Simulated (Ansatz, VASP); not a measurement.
## TiCo3 in VASP and in Ansatz

INCAR

```
SYSTEM = TiCo3
ALGO = Normal ; EDIFF = 1E-6
ENCUT = 520 ; GGA = PS
ISIF = 2 ; ISMEAR = -1
ISPIN = 2 ; LASPH = .True.
LCHARG = .False. ; LMAXMIX = 4
LORBIT = 11 ; LREAL = .False.
LUSENCCL = .False. ; LWAVE = .False.
MAGMOM = 0.3 1 1 -1 ; NBANDS = 32
NELM = 150 ; PREC = Accurate
SIGMA = 0.05
```

KPOINTS

```
k-points
0
Gamma
  10 10 10
  0 0 0
```

POSCAR

```
TiCo3
1.0
    3.5710000000      0.0000000000      0.0000000000
    0.0000000000      3.5710000000      0.0000000000
    0.0000000000      0.0000000000      3.5710000000
Ti Co
1 3
Direct
    0.0000000000      0.0000000000      0.0000000000
    0.0000000000      0.5000000000      0.5000000000
    0.5000000000      0.0000000000      0.5000000000
    0.5000000000      0.5000000000      0.0000000000
```

Input for Ansatz:

```yaml
crystal:
  lattice:
    - [3.571, 0.0, 0.0]
    - [0.0, 3.571, 0.0]
    - [0.0, 0.0, 3.571]
  atoms:
    - { symbol: Ti, position: [0.0, 0.0, 0.0], spin: 0.3 }
    - { symbol: Co, position: [0.0, 0.5, 0.5], spin: 1.0 }
    - { symbol: Co, position: [0.5, 0.0, 0.5], spin: 1.0 }
    - { symbol: Co, position: [0.5, 0.5, 0.0], spin: -1.0 }
magnetization:
  spin_polarized: true
kpoints:
  mp_grid: { grid: [10, 10, 10] }
scf:
  occupations: { method: fermi_dirac, width: 0.05 }
  lower_state_search: "off"
hamiltonian:
  xc: pbesol
  pseudopotentials: { kind: paw }
output:
  forces: true
  stress: true
  eigenvalues: true
  populations: true
  write_density: true
  write_potential: true
  elf: true
  volumetric_format: npy
```

Alike in both runs: task single point; functional PBEsol; k mesh 10 × 10 × 10; occupations fermi-dirac, width 0.05 eV; collinear spin.

```csv
,VASP,Ansatz
version,VASP 6.6.1,Ansatz 0.2.0
potentials or method,"VASP PAW PBE potentials, release 64 (Ti_sv, Co)","PAW with Ansatz's default frozen-core files, scalar-relativistic"
plane-wave cutoff (eV),520,420
valence electrons in the cell,39,63
```

```csv
,VASP,Ansatz,Ansatz less VASP
pressure (GPa),-7.9,-7.5,+0.35
net moment per atom (μB),0.29,0.27,-0.021
size of the moment on the site where the two differ most (μB),0.44,0.42,-0.026
```

VASP's potentials were made for PBE, not for PBEsol. Site moments also hang on the region over which each program counts them. VASP's potentials hold 39 valence electrons a cell and Ansatz's 63, so a difference there can come from the potentials and not from the codes. Ansatz's warnings: seeded moment not kept.
